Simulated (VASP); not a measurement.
# Hg (Fd-3m) in VASP: a series of runs

Hg is run at these levels: PBE; tasks: single point, relaxation of cell and atoms.

Everything below comes from runs of VASP 6.6.1. Logs are shortened: lines on timing, memory, paths and dates and some standing lists are left out, and cuts for length are marked.

### Step 1. The cell of the first run

Symmetry: Fd-3m, No. 227, cubic system. The conventional cell has a = 7.531 Å, b = 7.531 Å, c = 7.531 Å, α = 90.00°, β = 90.00°, γ = 90.00°. Hg (site symmetry -43m) has 4 Hg at 3.26 Å within 4.3 Å.

### Step 2. Single point, PBE

INCAR reads:

```
SYSTEM = Hg
PREC = Accurate
ENCUT = 520
EDIFF = 1E-6
ISMEAR = -1
SIGMA = 0.1
LREAL = .False.
LASPH = .True.
NELM = 60
ALGO = Normal
ISIF = 2
LWAVE = .False.
LCHARG = .False.
GGA = PE
NBANDS = 19
```

KPOINTS reads:

```
regular mesh
0
Gamma
  9 9 9
  0 0 0
```

POSCAR reads:

```
Hg
1.0
    0.0000000000      3.7652819283      3.7652819283
    3.7652819283      0.0000000000      3.7652819283
    3.7652819283      3.7652819283      0.0000000000
Hg
2
Direct
    0.1250000000      0.1250000000      0.1250000000
    0.8750000000      0.8750000000      0.8750000000
```

Potentials or basis: VASP PAW PBE potentials, release 64 (Hg).

Launch:

```sh
cat potpaw_PBE.64/Hg/POTCAR > POTCAR
mpirun -np 1 vasp_std > vasp.out
```

OUTCAR:

```text
SYSTEM = Hg
   PREC = Accurate
   ENCUT = 520
   EDIFF = 1E-6
   ISMEAR = -1
   LREAL = .False.
   LASPH = .True.
   NELM = 60
   ISIF = 2
   GGA = PE

 ion  position               nearest neighbor table
   1  0.125  0.125  0.125-   2 3.26   2 3.26   2 3.26   2 3.26
   2  0.875  0.875  0.875-   1 3.26   1 3.26   1 3.26   1 3.26

  LATTYP: Found a face centered cubic cell.
 ALAT       =     7.5305638566

  Lattice vectors:

 A1 = (   0.0000000000,   3.7652819283,   3.7652819283)
 A2 = (   3.7652819283,   0.0000000000,   3.7652819283)
 A3 = (   3.7652819283,   3.7652819283,   0.0000000000)

Analysis of symmetry for initial positions (statically):
=====================================================================
 Subroutine PRICEL returns:
 Original cell was already a primitive cell.

 Routine SETGRP: Setting up the symmetry group for a
 face centered cubic supercell.

 Subroutine GETGRP returns: Found 48 space group operations
 (whereof 12 operations were pure point group operations)
 out of a pool of 48 trial point group operations.

The static configuration has the point symmetry D_3d.
 The point group associated with its full space group is O_h .

Analysis of symmetry for dynamics (positions and initial velocities):
=====================================================================
 Subroutine PRICEL returns:
 Original cell was already a primitive cell.

 Routine SETGRP: Setting up the symmetry group for a
 face centered cubic supercell.

 Subroutine GETGRP returns: Found 48 space group operations
 (whereof 12 operations were pure point group operations)
 out of a pool of 48 trial point group operations.

The dynamic configuration has the point symmetry D_3d.
 The point group associated with its full space group is O_h .

 Subroutine INISYM returns: Found 48 space group operations
 (whereof 12 operations are pure point group operations),
 and found     1 'primitive' translations

----------------------------------------------------------------------------------------

                                     Primitive cell

  volume of cell :     106.7634

  direct lattice vectors                    reciprocal lattice vectors
     0.000000000  3.765281928  3.765281928    -0.132792181  0.132792181  0.132792181
     3.765281928  0.000000000  3.765281928     0.132792181 -0.132792181  0.132792181
     3.765281928  3.765281928  0.000000000     0.132792181  0.132792181 -0.132792181

  length of vectors
     5.324912769  5.324912769  5.324912769     0.230002805  0.230002805  0.230002805

  position of ions in fractional coordinates (direct lattice)
     0.125000000  0.125000000  0.125000000
     0.875000000  0.875000000  0.875000000

  ion indices of the primitive-cell ions
   primitive index   ion index
                 1           1
                 2           2

----------------------------------------------------------------------------------------

 KPOINTS: regular mesh

Automatic generation of k-mesh.
 Grid dimensions read from file:
 generate k-points for:    9    9    9

 Generating k-lattice:

  Cartesian coordinates                     Fractional coordinates (reciprocal lattice)
    -0.014754687  0.014754687  0.014754687     0.111111111  0.000000000  0.000000000
     0.014754687 -0.014754687  0.014754687     0.000000000  0.111111111  0.000000000
     0.014754687  0.014754687 -0.014754687     0.000000000  0.000000000  0.111111111

  Length of vectors
     0.025555867  0.025555867  0.025555867

  Shift w.r.t. Gamma in fractional coordinates (k-lattice)
     0.000000000  0.000000000  0.000000000

 Subroutine IBZKPT returns following result:
 ===========================================

 Found     35 irreducible k-points:

 Following reciprocal coordinates:
            Coordinates               Weight
  0.000000  0.000000  0.000000      1.000000
  0.111111  0.000000  0.000000      8.000000
  0.222222  0.000000  0.000000      8.000000
  0.333333  0.000000  0.000000      8.000000
  0.444444  0.000000  0.000000      8.000000
  0.111111  0.111111  0.000000      6.000000
[... 16 lines left out ...]
 -0.333333  0.333333  0.000000     12.000000
  0.444444  0.444444  0.000000      6.000000
 [... further k-points ...]
   k-points           NKPTS =     35   k-points in BZ     NKDIM =     35   number of bands    NBANDS=     19
   number of dos      NEDOS =    301   number of ions     NIONS =      2
   total plane-waves  NPLWV =  64000
   dimension x,y,z NGX =    40 NGY =   40 NGZ =   40
   dimension x,y,z NGXF=    80 NGYF=   80 NGZF=   80
   ions per type =               2
   NGX,Y,Z   is equivalent  to a cutoff of  12.49, 12.49, 12.49 a.u.
   NGXF,Y,Z  is equivalent  to a cutoff of  24.98, 24.98, 24.98 a.u.
 SYSTEM =  Hg
   PREC   = accura    normal or accurate (medium, high low for compatibility)
   ISTART =      0    job   : 0-new  1-cont  2-samecut
   ICHARG =      2    charge: 1-file 2-atom 10-const
   ISPIN  =      1    spin polarized calculation?
   LNONCOLLINEAR =      F non collinear calculations
   LSORBIT =      F    spin-orbit coupling
   LASPH  =      T    aspherical Exc in radial PAW
   ENCUT  =  520.0 eV  38.22 Ry    6.18 a.u.   9.90  9.90  9.90*2*pi/ulx,y,z
   NELM   =     60;   NELMIN=  2; NELMDL= -5     # of ELM steps
   EDIFF  = 0.1E-05   stopping-criterion for ELM
   LREAL  =      F    real-space projection
[... 7 lines left out ...]
   TEBEG  =    0.0;   TEEND  =   0.0 temperature during run
   PSTRESS=    0.0 pullay stress
   NELECT =      24.0000    total number of electrons
   NUPDOWN=      -1.0000    fix difference up-down
   EMIN   =  10.00;   EMAX   =-10.00  energy-range for DOS
   EFERMI =   0.00;   METHOD = LEGACY
   ISMEAR =    -1;   SIGMA  =   0.10  broadening in eV -4-tet -1-fermi 0-gaus
   EFERMI_NEDOS =   21; number of points for ismear=-14 and -15
   IALGO  =     38    algorithm
   IMIX   =      4    mixing-type and parameters
     AMIX     =   0.40;   BMIX     =  1.00
     AMIX_MAG =   1.60;   BMIX_MAG =  1.00
  volume/ion in A,a.u.               =      53.38       360.24
  Fermi-wavevector in a.u.,A,eV,Ry     =   0.995416  1.881063 13.481361  0.990852
  Thomas-Fermi vector in A             =   2.127434
   LORBIT       =      0    0 simple, 1 ext, 2 COOP (PROOUT), +10 PAW based schemes
   GGA     = PE    functional components
   LHFCALC =     F    Hartree Fock is set to
   AEXX    =    0.0000 exact exchange contribution
   IVDW    =     0    specifies the selected vdW correction
   LEPSILON=     F    determine dielectric tensor
   LRPA    =     F    only Hartree local field effects (RPA)
 non-spin polarized calculation
  energy-cutoff  :      520.00
  volume of cell :      106.76
 maximum number of plane-waves:      2899
   NGX = 19   NGY = 19   NGZ = 19

 number of electron      24.0000001 magnetization

 Free energy of the ion-electron system (eV)
  ---------------------------------------------------
  ext. energy  EPLUGINS =         0.00000000
  ---------------------------------------------------
  free energy    TOTEN  =        -0.21451078 eV

  energy without entropy =       -0.20830299  energy(sigma->0) =       -0.21140688

 E-fermi :  -0.4937     XC(G=0):  -6.5648

 val. band max:       -0.6271326292   @ k =   0.1111   0.0000   0.0000
 cond. band min:      -0.2894829309   @ k =   0.0000   0.0000   0.0000
 fundamental gap:      0.3376496983
 Fermi energy:        -0.4936731397

 k-point     1 :       0.0000    0.0000    0.0000
  band No.  band energies     occupation
      1      -7.5129      2.00000
      2      -7.5129      2.00000
      3      -7.5129      2.00000
      4      -7.4739      2.00000
      5      -7.4739      2.00000
      6      -6.9638      2.00000
[... 11 lines left out ...]
     18       4.3021      0.00000
     19       5.0300      0.00000

 k-point     2 :       0.1111    0.0000    0.0000
  band No.  band energies     occupation
      1      -7.5361      2.00000
      2      -7.5361      2.00000
      3      -7.5139      2.00000
      4      -7.4424      2.00000
      5      -7.4424      2.00000
      6      -7.0158      2.00000
[... 11 lines left out ...]
     18       4.5703      0.00000
     19       5.9077      0.00000

 k-point     3 :       0.2222    0.0000    0.0000
  band No.  band energies     occupation
      1      -7.5569      2.00000
      2      -7.5569      2.00000
      3      -7.5168      2.00000
      4      -7.4034      2.00000
      5      -7.4034      2.00000
      6      -7.0921      2.00000
[... 11 lines left out ...]
     18       5.1866      0.00000
     19       6.5821      0.00000

 k-point     4 :       0.3333    0.0000    0.0000
  band No.  band energies     occupation
      1      -7.5634      2.00000
      2      -7.5634      2.00000
      3      -7.5203      2.00000
      4      -7.3823      2.00000
      5      -7.3823      2.00000
      6      -7.1490      2.00000
[... 11 lines left out ...]
     18       6.2334      0.00000
     19       6.4201      0.00000

 k-point     5 :       0.4444    0.0000    0.0000
  band No.  band energies     occupation
      1      -7.5621      2.00000
      2      -7.5621      2.00000
      3      -7.5227      2.00000
      4      -7.3784      2.00000
      5      -7.3784      2.00000
      6      -7.1791      2.00000
[... 11 lines left out ...]
     18       6.0862      0.00000
     19       7.7760      0.00000
[... 334 lines left out ...]
      2      -7.5693      2.00000
      3      -7.5285      2.00000
      4      -7.3815      2.00000
      5      -7.2722      2.00000
      6      -7.1870      2.00000
[... 11 lines left out ...]
     18       7.5644      0.00000
     19       8.7721      0.00000

 k-point    22 :      -0.4444    0.3333    0.0000
  band No.  band energies     occupation
      1      -7.6241      2.00000
      2      -7.5793      2.00000
      3      -7.4889      2.00000
      4      -7.3654      2.00000
      5      -7.2302      2.00000
      6      -7.2010      2.00000
[... 11 lines left out ...]
     18       7.2851      0.00000
     19       8.0968      0.00000

 k-point    23 :      -0.3333    0.3333    0.0000
  band No.  band energies     occupation
      1      -7.6309      2.00000
      2      -7.5881      2.00000
      3      -7.4691      2.00000
      4      -7.3036      2.00000
      5      -7.2744      2.00000
      6      -7.2217      2.00000
[... 11 lines left out ...]
     18       6.6990      0.00000
     19       7.1713      0.00000

 k-point    24 :       0.4444    0.4444    0.0000
  band No.  band energies     occupation
      1      -7.5725      2.00000
      2      -7.5725      2.00000
      3      -7.5328      2.00000
      4      -7.4533      2.00000
      5      -7.2175      2.00000
      6      -7.1246      2.00000
[... 11 lines left out ...]
     18       8.3017      0.00000
     19       8.3938      0.00000

 [... further k-points ...]
[... 5 lines left out ...]
  --------------------------------------------------------------------------------------
  -------------------------------------------------------------------------------------
  Total        0.0347527      0.0347527      0.0347527      0.0000000      0.0000000      0.0000000
  in kB        0.5215269      0.5215269      0.5215269      0.0000000      0.0000000      0.0000000
  external PRESSURE =       0.5215269 kB  Pullay stress =       0.0000000 kB

 VOLUME and BASIS-vectors are now :
 -----------------------------------------------------------------------------
  energy-cutoff  :      520.00
  volume of cell :      106.76
      direct lattice vectors                 reciprocal lattice vectors
     0.000000000  3.765281928  3.765281928    -0.132792181  0.132792181  0.132792181
     3.765281928  0.000000000  3.765281928     0.132792181 -0.132792181  0.132792181
     3.765281928  3.765281928  0.000000000     0.132792181  0.132792181 -0.132792181

 POSITION                                       TOTAL-FORCE (eV/Angst)
 -----------------------------------------------------------------------------------
      0.94132      0.94132      0.94132        -0.000000     -0.000000     -0.000000
      6.58924      6.58924      6.58924         0.000000      0.000000      0.000000
 -----------------------------------------------------------------------------------
    total drift:                                0.000000      0.000000     -0.000000

  FREE ENERGIE OF THE ION-ELECTRON SYSTEM (eV)
  ---------------------------------------------------
  free  energy   TOTEN  =        -0.2145107797 eV

  energy  without entropy=       -0.2083029892  energy(sigma->0) =       -0.21140688
```

Wall time 2.4 min (1 thread of AMD EPYC 7R13, shared host); peak memory 0.22 GiB.

Results:

- Free energy: -0.2145 eV
- Pressure: 0.1 GPa

Caveat: spin-orbit coupling is left out, which moves the levels of the heavy elements.

### Step 3. Relaxation of cell and atoms, PBE

This run uses another cell than the first one, of 31.15 Å³/atom, 0.583 times its volume.

INCAR reads:

```
PREC     = Accurate       # precision mode
ENCUT    = 600            # plane-wave cutoff, eV
EDIFF    = 1E-6           # SCF threshold, eV
ISMEAR   = -1             # smearing method
SIGMA    = 0.1            # smearing width, eV
LREAL    = F              # projectors in reciprocal space
LASPH    = T              # aspherical terms in the spheres
NELM     = 100            # most SCF steps
ALGO     = Normal         # electronic algorithm
ISIF     = 3              # what is computed and relaxed
LWAVE    = F              # write WAVECAR
LCHARG   = F              # write CHGCAR
GGA      = PE             # functional
IBRION   = 2              # ionic algorithm
NSW      = 80             # ionic steps
EDIFFG   = -0.01          # ionic threshold
```

KPOINTS reads:

```
Automatic mesh
0
Gamma
  9 9 9
```

POSCAR reads:

```
Hg
1.0
    0.0000000000      3.1463715427      3.1463715427
    3.1463715427      0.0000000000      3.1463715427
    3.1463715427      3.1463715427      0.0000000000
Hg
2
Direct
    0.1250000000      0.1250000000      0.1250000000
    0.8750000000      0.8750000000      0.8750000000
```

Potentials or basis: VASP PAW PBE potentials, release 64 (Hg).

Launch:

```sh
cat potpaw_PBE.64/Hg/POTCAR > POTCAR
mpirun -np 1 vasp_std > vasp.out
```

Run time: 7.8 min. Hardware: 1 thread of AMD EPYC 7R13, shared host; peak memory 0.2 GiB.

Results (log left out):

| Property | Result |
| --- | --- |
| Free energy | -0.2066 eV |
| Relaxed volume | 56.29 Å³/atom |
| Relaxed cell | a = 5.420 Å, b = 5.420 Å, c = 5.420 Å, α = 60.00°, β = 60.00°, γ = 60.00° |
| Space group after relaxing (to 0.05 Å) | Fd-3m (No. 227) |
| Energy gained by relaxing | 233.6 meV/atom |
| Ionic steps | 5 |
| Pressure after relaxing | 0.0 GPa |
| Band gap on the k mesh | 0.41 eV, indirect (least direct gap 2.95 eV) |

Step by step:
| step | energy change (eV) | largest force (eV/Å) | pressure (GPa) | volume (Å³) |
| --- | --- | --- | --- | --- |
| 1 | 0.0000 | 0.0000 | 8.24 | 62.30 |
| 2 | -0.3899 | 0.0000 | 1.36 | 77.89 |
| 3 | -0.4185 | 0.0000 | 0.77 | 82.34 |
| 4 | -0.4493 | 0.0000 | 0.35 | 91.72 |
| 5 | -0.4671 | 0.0000 | -0.03 | 112.58 |

Final structure:
```xyz
2
Lattice="0.0000 3.8325 3.8325 3.8325 0.0000 3.8325 3.8325 3.8325 0.0000" Properties=species:S:1:pos:R:3 pbc="T T T"
Hg    0.9581    0.9581    0.9581
Hg    6.7069    6.7069    6.7069
```

Levels at points of the mesh, in eV from the valence-band top:
| k point | band 10 | band 11 | band 12 | band 13 | band 14 | band 15 |
| --- | --- | --- | --- | --- | --- | --- |
| (0.00, 0.00, 0.00) | -6.29 | -5.86 | 0.00 | 3.44 | 3.44 | 3.44 |

Caveat: the volume moved by over 15 % at a fixed basis, so the end points are rough; spin-orbit coupling is left out, which moves the levels of the heavy elements. A k mesh can miss the band edges.

(Continued in part 2 of 2.)
